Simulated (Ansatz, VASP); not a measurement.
Given: the input of a run of VASP 6.6.1 on Au.

File POSCAR:

```
Au
1.0
    0.0000000000      2.0213418704      2.0213418704
    2.0213418704      0.0000000000      2.0213418704
    2.0213418704      2.0213418704      0.0000000000
Au
1
Direct
    0.0000000000      0.0000000000      0.0000000000
```

File INCAR.step1:

```
SYSTEM = Au
ALGO = Normal ; EDIFF = 1E-4
ENCUT = 520 ; GGA = PE
ISMEAR = -1 ; LASPH = .TRUE.
LCHARG = .FALSE. ; LREAL = .FALSE.
LWAVE = .TRUE. ; NBANDS = 12
NELM = 100 ; PREC = Accurate
SIGMA = 0.05
```

The input INCAR.step2:

```
SYSTEM = Au
ALGO = Normal ; BPARAM = 11.95
CPARAM = 0.0093 ; EDIFF = 1E-7
ENCUT = 520 ; ISIF = 2
ISMEAR = -1 ; ISTART = 1
IVDW_NL = 2 ; LASPH = .TRUE.
LCHARG = .TRUE. ; LELF = .TRUE.
LMIXTAU = .TRUE. ; LREAL = .FALSE.
LUSE_VDW = .TRUE. ; LVHAR = .TRUE.
LWAVE = .FALSE. ; METAGGA = R2SCAN
NBANDS = 12 ; NELM = 100
PREC = Accurate ; SIGMA = 0.05
```

Contents of KPOINTS:

```
k-points
0
G
  11 11 11
  0 0 0
```

Potentials or basis: VASP PAW PBE potentials, release 64 (Au).

The run is started by

```console
$ cat potpaw_PBE.64/Au/POTCAR > POTCAR
$ cp INCAR.step1 INCAR
$ mpirun -np 1 vasp_std > vasp.out
$ cp INCAR.step2 INCAR
$ mpirun -np 1 vasp_std > vasp.out
```

Problem. Set up the same calculation for Ansatz 0.2.0. Potentials there: Ansatz PAW.

Solution. As run (the cutoff follows the program's own potentials):

The input input.yaml:

```yaml
crystal:
  lattice:
    - [0.0, 2.0213418704, 2.0213418704]
    - [2.0213418704, 0.0, 2.0213418704]
    - [2.0213418704, 2.0213418704, 0.0]
  atoms:
    - { symbol: Au, position: [0.0, 0.0, 0.0] }
hamiltonian:
  xc: r2scan
  pseudopotentials: { kind: paw }
  dispersion: rvv10
kpoints:
  mp_grid: { grid: [11, 11, 11] }
scf:
  occupations: { method: fermi_dirac, width: 0.05 }
output:
  forces: true
  stress: true
  eigenvalues: true
```

Potentials or basis: Ansatz PAW.

Run with:

```sh
$ ansatz run input.yaml --threads 2 --pin off --max-ram 5120MiB --backend cpu --events-out ev --progress --plain --runs-dir out
```

Both were run:

|  | VASP | Ansatz | Ansatz less VASP |
| --- | --- | --- | --- |
| gap on the k mesh at the Fermi level (eV) | none | none | - |
| pressure (GPa) | 9.4 | 7.9 | -1.47 |

VASP's potentials were made for PBE, not for r2SCAN. A gap of «none» marks a metal or a gap that the smearing closes. VASP's potentials hold 11 valence electrons a cell and Ansatz's 19, so a difference there can come from the potentials and not from the codes.

Neither program's run includes spin-orbit coupling.
